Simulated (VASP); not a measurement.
# NaI (Fm-3m) in VASP: single point with HSE06

Aim: the single point of NaI with HSE06.

Program: VASP 6.6.1. These are calculated values, not measurements. Logs are shortened: lines on timing, memory, paths and dates and some standing lists are left out, and cuts for length are marked.

## Step 1: The cell of the first run

It takes space group Fm-3m (No. 225, cubic). Conventional cell: a = 6.718 Å, b = 6.718 Å, c = 6.718 Å, α = 90.00°, β = 90.00°, γ = 90.00°. Within 4.4 Å of Na (site symmetry m-3m) lie 6 I at 3.36 Å. I (site symmetry m-3m) has 6 Na at 3.36 Å within 4.4 Å.

## Step 2: Single point, HSE06 (strain +4.0%)

File POSCAR:

```
NaI
1.0
    0.0000000000      3.3589093703      3.3589093703
    3.3589093703      0.0000000000      3.3589093703
    3.3589093703      3.3589093703      0.0000000000
Na I
1 1
Direct
    0.0000000000      0.0000000000      0.0000000000
    0.5000000000      0.5000000000      0.5000000000
```

File INCAR.step1:

```
SYSTEM = NaI
  PREC = Accurate
  ENCUT = 520
  EDIFF = 1E-5
  ISMEAR = 0
  SIGMA = 0.01
  LREAL = .FALSE.
  LASPH = .TRUE.
  NELM = 80
  ALGO = Normal
  ISIF = 2
  LWAVE = .TRUE.
  LCHARG = .FALSE.
  NBANDS = 14
  GGA = PE
```

File INCAR.step2:

```
SYSTEM = NaI
  PREC = Accurate
  ENCUT = 520
  EDIFF = 1E-6
  ISMEAR = 0
  SIGMA = 0.01
  LREAL = .FALSE.
  LASPH = .TRUE.
  NELM = 80
  ALGO = Normal
  ISIF = 2
  LWAVE = .FALSE.
  LCHARG = .FALSE.
  GGA = PE
  LHFCALC = .TRUE.
  HFSCREEN = 0.2079
  PRECFOCK = Normal
  NBANDS = 14
  ISTART = 1
```

File KPOINTS:

```
regular mesh
0
G
  6 6 6
  0 0 0
```

Potentials or basis: VASP PAW PBE potentials, release 64 (Na_pv, I).

Run with:

```bash
> cat potpaw_PBE.64/Na_pv/POTCAR potpaw_PBE.64/I/POTCAR > POTCAR
> cp INCAR.step1 INCAR
> mpirun -np 1 vasp_std > vasp.out
> cp INCAR.step2 INCAR
> mpirun -np 1 vasp_std > vasp.out
```

OUTCAR:

```text
SYSTEM = NaI
   PREC = Accurate
   ENCUT = 520
   EDIFF = 1E-6
   ISMEAR = 0
   LREAL = .FALSE.
   LASPH = .TRUE.
   NELM = 80
   ISIF = 2
   GGA = PE
   LHFCALC = .TRUE.
   HFSCREEN = 0.2079
   PRECFOCK = Normal
   ISTART = 1

 ion  position               nearest neighbor table
   1  0.000  0.000  0.000-
   2  0.500  0.500  0.500-

  LATTYP: Found a face centered cubic cell.
 ALAT       =     6.7178187406

  Lattice vectors:

 A1 = (   0.0000000000,   3.3589093703,   3.3589093703)
 A2 = (   3.3589093703,   0.0000000000,   3.3589093703)
 A3 = (   3.3589093703,   3.3589093703,   0.0000000000)

Analysis of symmetry for initial positions (statically):
=====================================================================
 Subroutine PRICEL returns:
 Original cell was already a primitive cell.

 Routine SETGRP: Setting up the symmetry group for a
 face centered cubic supercell.

 Subroutine GETGRP returns: Found 48 space group operations
 (whereof 48 operations were pure point group operations)
 out of a pool of 48 trial point group operations.

The static configuration has the point symmetry O_h .

Analysis of symmetry for dynamics (positions and initial velocities):
=====================================================================
 Subroutine PRICEL returns:
 Original cell was already a primitive cell.

 Routine SETGRP: Setting up the symmetry group for a
 face centered cubic supercell.

 Subroutine GETGRP returns: Found 48 space group operations
 (whereof 48 operations were pure point group operations)
 out of a pool of 48 trial point group operations.

The dynamic configuration has the point symmetry O_h .

 Subroutine INISYM returns: Found 48 space group operations
 (whereof 48 operations are pure point group operations),
 and found     1 'primitive' translations

----------------------------------------------------------------------------------------

                                     Primitive cell

  volume of cell :      75.7923

  direct lattice vectors                    reciprocal lattice vectors
     0.000000000  3.358909370  3.358909370    -0.148857842  0.148857842  0.148857842
     3.358909370  0.000000000  3.358909370     0.148857842 -0.148857842  0.148857842
     3.358909370  3.358909370  0.000000000     0.148857842  0.148857842 -0.148857842

  length of vectors
     4.750215186  4.750215186  4.750215186     0.257829345  0.257829345  0.257829345

  position of ions in fractional coordinates (direct lattice)
     0.000000000  0.000000000  0.000000000
     0.500000000  0.500000000  0.500000000

  ion indices of the primitive-cell ions
   primitive index   ion index
                 1           1
                 2           2

----------------------------------------------------------------------------------------

 KPOINTS: regular mesh

Automatic generation of k-mesh.
 Grid dimensions read from file:
 generate k-points for:    6    6    6

 Generating k-lattice:

  Cartesian coordinates                     Fractional coordinates (reciprocal lattice)
    -0.024809640  0.024809640  0.024809640     0.166666667  0.000000000  0.000000000
     0.024809640 -0.024809640  0.024809640     0.000000000  0.166666667  0.000000000
     0.024809640  0.024809640 -0.024809640     0.000000000  0.000000000  0.166666667

  Length of vectors
     0.042971558  0.042971558  0.042971558

  Shift w.r.t. Gamma in fractional coordinates (k-lattice)
     0.000000000  0.000000000  0.000000000

 Subroutine IBZKPT returns following result:
 ===========================================

 Found     16 irreducible k-points:

 Following reciprocal coordinates:
            Coordinates               Weight
  0.000000  0.000000  0.000000      1.000000
  0.166667  0.000000  0.000000      8.000000
  0.333333  0.000000  0.000000      8.000000
  0.500000  0.000000  0.000000      4.000000
  0.166667  0.166667  0.000000      6.000000
  0.333333  0.166667  0.000000     24.000000
[... 8 lines left out ...]
 -0.333333  0.333333  0.166667     24.000000
 -0.333333  0.500000  0.166667     12.000000
   k-points           NKPTS =     16   k-points in BZ     NKDIM =    216   number of bands    NBANDS=     14
   number of dos      NEDOS =    301   number of ions     NIONS =      2
   total plane-waves  NPLWV =  46656
   dimension x,y,z NGX =    36 NGY =   36 NGZ =   36
   dimension x,y,z NGXF=    72 NGYF=   72 NGZF=   72
   ions per type =               1   1
   NGX,Y,Z   is equivalent  to a cutoff of  12.60, 12.60, 12.60 a.u.
   NGXF,Y,Z  is equivalent  to a cutoff of  25.20, 25.20, 25.20 a.u.
 SYSTEM =  NaI
   PREC   = accura    normal or accurate (medium, high low for compatibility)
   ISTART =      1    job   : 0-new  1-cont  2-samecut
   ICHARG =      0    charge: 1-file 2-atom 10-const
   ISPIN  =      1    spin polarized calculation?
   LNONCOLLINEAR =      F non collinear calculations
   LSORBIT =      F    spin-orbit coupling
   LASPH  =      T    aspherical Exc in radial PAW
   ENCUT  =  520.0 eV  38.22 Ry    6.18 a.u.   8.83  8.83  8.83*2*pi/ulx,y,z
   NELM   =     80;   NELMIN=  2; NELMDL=  0     # of ELM steps
   EDIFF  = 0.1E-05   stopping-criterion for ELM
   LREAL  =      F    real-space projection
   EDIFFG = 0.1E-04   stopping-criterion for IOM
   NSW    =      0    number of steps for IOM
   IBRION =     -1    ionic relax: 0-MD 1-quasi-New 2-CG
   NFREE  =      0    steps in history (QN), initial steepest desc. (CG)
   ISIF   =      2    stress and relaxation
   ISYM   =      3    0-nonsym 1-usesym 2-fastsym
   POTIM  = 0.5000    time-step for ionic-motion
   TEBEG  =    0.0;   TEEND  =   0.0 temperature during run
   PSTRESS=    0.0 pullay stress
   NELECT =      14.0000    total number of electrons
   NUPDOWN=      -1.0000    fix difference up-down
   EMIN   =  10.00;   EMAX   =-10.00  energy-range for DOS
   EFERMI =   0.00;   METHOD = LEGACY
   ISMEAR =     0;   SIGMA  =   0.01  broadening in eV -4-tet -1-fermi 0-gaus
   EFERMI_NEDOS =   21; number of points for ismear=-14 and -15
   IALGO  =     38    algorithm
   IMIX   =      1    mixing-type and parameters
     AMIX     =   0.40;   BMIX     =  1.00
     AMIX_MAG =   1.60;   BMIX_MAG =  1.00
  volume/ion in A,a.u.               =      37.90       255.74
  Fermi-wavevector in a.u.,A,eV,Ry     =   0.932343  1.761874 11.827057  0.869264
  Thomas-Fermi vector in A             =   2.058931
   LORBIT       =      0    0 simple, 1 ext, 2 COOP (PROOUT), +10 PAW based schemes
   GGA     = PE    functional components
   LHFCALC =     T    Hartree Fock is set to
   PRECFOCK=normal    Normal, Fast or Accurate (Low or Medium for compatibility)
   ENCUT4O =  -1.0   cutoff for four orbital integrals eV
   NKREDX  =     1    reduce k-point grid by
   NKREDY  =     1    reduce k-point grid by
   NKREDZ  =     1    reduce k-point grid by
   AEXX    =    0.2500 exact exchange contribution
   HFSCREEN=    0.2079 screening length (either q_TF or 0.3 A-1)
   HFSCREENC=   0.2079 screening length for correlation (either q_TF or 0.3 A-1)
   ENCUTFOCK=  -1.0 apply spherical cutoff to Coloumb kernel
   IVDW    =     0    specifies the selected vdW correction
   LEPSILON=     F    determine dielectric tensor
   LRPA    =     F    only Hartree local field effects (RPA)
 non-spin polarized calculation
 Gauss-broadening in eV      SIGMA  =   0.01
  energy-cutoff  :      520.00
  volume of cell :       75.79
 maximum number of plane-waves:      2085
  NGX = 28; NGY = 28; NGZ = 28

 number of electron      14.0000005 magnetization

 Free energy of the ion-electron system (eV)
  ---------------------------------------------------
  ext. energy  EPLUGINS =         0.00000000
  ---------------------------------------------------
  free energy    TOTEN  =        -6.22770501 eV

  energy without entropy =       -6.22770501  energy(sigma->0) =       -6.22770501

 E-fermi :  -0.5743     XC(G=0):  -6.1087

 val. band max:       -0.6220988138   @ k =   0.0000   0.0000   0.0000
 cond. band min:       3.7402083399   @ k =   0.0000   0.0000   0.0000
 fundamental gap:      4.3623071537
 Fermi energy:        -0.5743205193

 k-point     1 :       0.0000    0.0000    0.0000
  band No.  band energies     occupation
      1     -25.5800      2.00000
      2     -25.5800      2.00000
      3     -25.5800      2.00000
      4     -12.3058      2.00000
      5      -0.6221      2.00000
      6      -0.6221      2.00000
      7      -0.6221      2.00000
      8       3.7402      0.00000
      9       8.3513      0.00000
     10       8.3513      0.00000
     11       8.3513      0.00000
     12      10.1128      0.00000
     13      10.1128      0.00000
     14      10.7593      0.00000

 k-point     2 :       0.1667    0.0000    0.0000
  band No.  band energies     occupation
      1     -25.5807      2.00000
      2     -25.5800      2.00000
      3     -25.5800      2.00000
      4     -12.2454      2.00000
      5      -1.2427      2.00000
      6      -0.6849      2.00000
      7      -0.6849      2.00000
      8       4.4900      0.00000
      9       7.8062      0.00000
     10       8.5072      0.00000
     11       8.5072      0.00000
     12       9.5802      0.00000
     13       9.5803      0.00000
     14      10.9905      0.00000

 k-point     3 :       0.3333    0.0000    0.0000
  band No.  band energies     occupation
      1     -25.5821      2.00000
      2     -25.5801      2.00000
      3     -25.5801      2.00000
      4     -12.1190      2.00000
      5      -2.1675      2.00000
      6      -0.8038      2.00000
      7      -0.8038      2.00000
      8       5.3100      0.00000
      9       7.9999      0.00000
     10       8.0496      0.00000
     11       8.0496      0.00000
     12      10.3785      0.00000
     13      10.5944      0.00000
     14      10.5944      0.00000
[... 188 lines left out ...]
 k-point    15 :      -0.3333    0.3333    0.1667
  band No.  band energies     occupation
      1     -25.5820      2.00000
      2     -25.5812      2.00000
      3     -25.5806      2.00000
      4     -11.9991      2.00000
      5      -2.1255      2.00000
      6      -1.6356      2.00000
      7      -1.1725      2.00000
      8       6.2468      0.00000
      9       6.8824      0.00000
     10       8.0492      0.00000
     11       8.7230      0.00000
     12      10.6453      0.00000
     13      11.8192      0.00000
     14      13.0731      0.00000

 k-point    16 :      -0.3333    0.5000    0.1667
  band No.  band energies     occupation
      1     -25.5819      2.00000
      2     -25.5813      2.00000
      3     -25.5809      2.00000
      4     -11.9822      2.00000
      5      -2.0886      2.00000
      6      -1.5819      2.00000
      7      -1.3814      2.00000
      8       5.5912      0.00000
      9       6.8756      0.00000
     10       8.6686      0.00000
     11       8.7995      0.00000
     12      11.6045      0.00000
     13      12.5419      0.00000
     14      12.6894      0.00000

------------------------ aborting loop because EDIFF is reached ----------------------------------------

  FORCE on cell =-STRESS in cart. coord.  units (eV):
  Direction    XX          YY          ZZ          XY          YZ          ZX
  --------------------------------------------------------------------------------------
  -------------------------------------------------------------------------------------
  Total       -0.6102390     -0.6102390     -0.6102390     -0.0000000     -0.0000000      0.0000000
  in kB      -12.8998815    -12.8998815    -12.8998815     -0.0000000     -0.0000000      0.0000000
  external PRESSURE =     -12.8998815 kB  Pullay stress =       0.0000000 kB

 VOLUME and BASIS-vectors are now :
 -----------------------------------------------------------------------------
  energy-cutoff  :      520.00
  volume of cell :       75.79
      direct lattice vectors                 reciprocal lattice vectors
     0.000000000  3.358909370  3.358909370    -0.148857842  0.148857842  0.148857842
     3.358909370  0.000000000  3.358909370     0.148857842 -0.148857842  0.148857842
     3.358909370  3.358909370  0.000000000     0.148857842  0.148857842 -0.148857842

 POSITION                                       TOTAL-FORCE (eV/Angst)
 -----------------------------------------------------------------------------------
      0.00000      0.00000      0.00000        -0.000000      0.000000      0.000000
      3.35891      3.35891      3.35891         0.000000     -0.000000      0.000000
 -----------------------------------------------------------------------------------
    total drift:                               -0.000000     -0.000000     -0.000000

  FREE ENERGIE OF THE ION-ELECTRON SYSTEM (eV)
  ---------------------------------------------------
  free  energy   TOTEN  =        -6.2277050129 eV

  energy  without entropy=       -6.2277050129  energy(sigma->0) =       -6.22770501
```

It took 23 min on 1 thread of Intel Xeon Platinum 8559C (Emerald Rapids), shared host; peak memory 0.35 GiB.

Results:

- Free energy: -6.2277 eV
- Pressure: -1.3 GPa
- Band gap on the k mesh: 4.36 eV

Levels at points of the mesh, in eV from the valence-band top:
| k point | band 5 | band 6 | band 7 | band 8 | band 9 | band 10 |
| --- | --- | --- | --- | --- | --- | --- |
| (0.00, 0.00, 0.00) | 0.00 | 0.00 | 0.00 | 4.36 | 8.97 | 8.97 |
| (0.50, 0.00, 0.00) | -1.93 | -0.24 | -0.24 | 6.01 | 8.41 | 8.41 |
| (0.50, 0.50, 0.00) | -1.68 | -0.65 | -0.65 | 5.43 | 6.67 | 10.35 |

Caveat: the cell differs from its parent crystal (strain +4.0%); the PAW data sets were made with another functional, which shifts forces and pressure a little; spin-orbit coupling is left out, which moves the levels of the heavy elements.
